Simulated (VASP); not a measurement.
A run of VASP 6.6.1 is set up as follows.

File INCAR:

```
SYSTEM = Ga3Te2O
ALGO     = Normal         ! electronic algorithm
EDIFF    = 1E-6           ! SCF threshold, eV
ENCUT    = 520            ! plane-wave cutoff, eV
GGA      = PE             ! functional
ISIF     = 2              ! what is computed and relaxed
ISMEAR   = 0              ! smearing method
LASPH    = .True.         ! aspherical terms in the spheres
LCHARG   = .False.        ! write CHGCAR
LREAL    = .False.        ! projectors in reciprocal space
LWAVE    = .False.        ! write WAVECAR
NBANDS   = 38             ! bands
NELM     = 100            ! most SCF steps
PREC     = Accurate       ! precision mode
SIGMA    = 0.1            ! smearing width, eV
```

The input KPOINTS:

```
k-points
0
Gamma
  8 8 8
  0 0 0
```

File POSCAR:

```
Ga3Te2O
1.0
    4.7284709230      0.0000000000      0.0000000000
    0.0000000000      5.7045677886      0.0000000000
    0.0000000000      0.0000000000      5.7270154719
Ga Te O
3 2 1
Direct
    0.7490302638      0.0000000000      0.5000000000
    0.2509697362      0.0000000000      0.5000000000
    0.0000000000      0.5000000000      0.0000000000
    0.0000000000      0.0000000000      0.0000000000
    0.0000000000      0.5000000000      0.5000000000
    0.5000000000      0.0000000000      0.0000000000
```

Potentials or basis: VASP PAW PBE potentials, release 64 (Ga_d, Te, O).

Run with:

```bash
$ cat potpaw_PBE.64/Ga_d/POTCAR potpaw_PBE.64/Te/POTCAR potpaw_PBE.64/O/POTCAR > POTCAR
$ mpirun -np 1 vasp_std > vasp.out
```

(1) What does it give for the band gap on the k mesh?

(2) Estimate the pressure.

Answers

(1) zero (an odd number of electrons rules out a gap without spin polarisation).

(2) 0.0 GPa.

Caveat: spin-orbit coupling is left out, which moves the levels of the heavy elements; an odd number of electrons without spin polarisation forces a metal; a magnetic or distorted state may lie lower.
